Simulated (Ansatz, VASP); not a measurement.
**Si: VASP beside Ansatz**

The input INCAR:

```
  PREC = Accurate
  ENCUT = 520
  EDIFF = 1E-7
  ISMEAR = 0
  SIGMA = 0.03
  LREAL = F
  LASPH = T
  NELM = 60
  ALGO = Normal
  ISIF = 2
  LWAVE = F
  LCHARG = T
  GGA = PS
  LELF = T
  LVHAR = T
  NBANDS = 16
```

Contents of KPOINTS:

```
Automatic mesh
0
Gamma
  12 12 12
```

File POSCAR:

```
Si
1.0
   -3.1456436974      3.1456436974      1.9688583902
    3.1456436974     -3.1456436974      1.9688583902
    3.1456436974      3.1456436974     -1.9688583902
Si
4
Direct
    0.1787304307      0.1787304307      0.3574608614
    0.8212695693      0.8212695693      0.6425391386
    0.1787304307      0.8212695693      0.0000000000
    0.8212695693      0.1787304307      0.0000000000
```

Input for Ansatz:

```yaml
crystal:
  lattice:
    - [-3.1456436974, 3.1456436974, 1.9688583902]
    - [3.1456436974, -3.1456436974, 1.9688583902]
    - [3.1456436974, 3.1456436974, -1.9688583902]
  atoms:
    - { symbol: Si, position: [0.1787304307, 0.1787304307, 0.3574608614] }
    - { symbol: Si, position: [0.8212695693, 0.8212695693, 0.6425391386] }
    - { symbol: Si, position: [0.1787304307, 0.8212695693, 0.0] }
    - { symbol: Si, position: [0.8212695693, 0.1787304307, 0.0] }
basis:
  ecutwfc: 420
kpoints:
  mp_grid: { grid: [12, 12, 12] }
hamiltonian:
  xc: pbesol
  pseudopotentials: { kind: paw, azcp: { folder: soft_1 } }
scf:
  occupations: { method: gaussian, width: 0.03 }
output:
  forces: true
  stress: true
  eigenvalues: true
  write_density: true
  write_potential: true
  elf: true
  volumetric_format: npy
```

Alike in both runs: task single point; functional PBEsol; k mesh 12 × 12 × 12; occupations gaussian, width 0.03 eV; no spin polarisation.

|  | VASP | Ansatz |
| --- | --- | --- |
| version | VASP 6.6.1 | Ansatz 0.2.0 |
| potentials or method | VASP PAW PBE potentials, release 64 (Si), cutoff 520 eV | scalar-relativistic, plane waves, PAW |
| valence electrons in the cell | 16 | 16 |

```csv
,VASP,Ansatz,Ansatz less VASP
gap on the k mesh at the Fermi level (eV),none,none,-
pressure (GPa),9.0,8.8,-0.12
"traceless stress, the component that is largest in VASP (GPa)",-10.76,-10.73,+0.032
rms of the force components (eV/Å),0.869,0.864,-0.0050
```

VASP's potentials were made for PBE, not for PBEsol, and Ansatz warns of the same on its side. Atom by atom the forces differ by 0.005 eV/Å (rms over components). A gap of «none» marks a metal or a gap that the smearing closes.
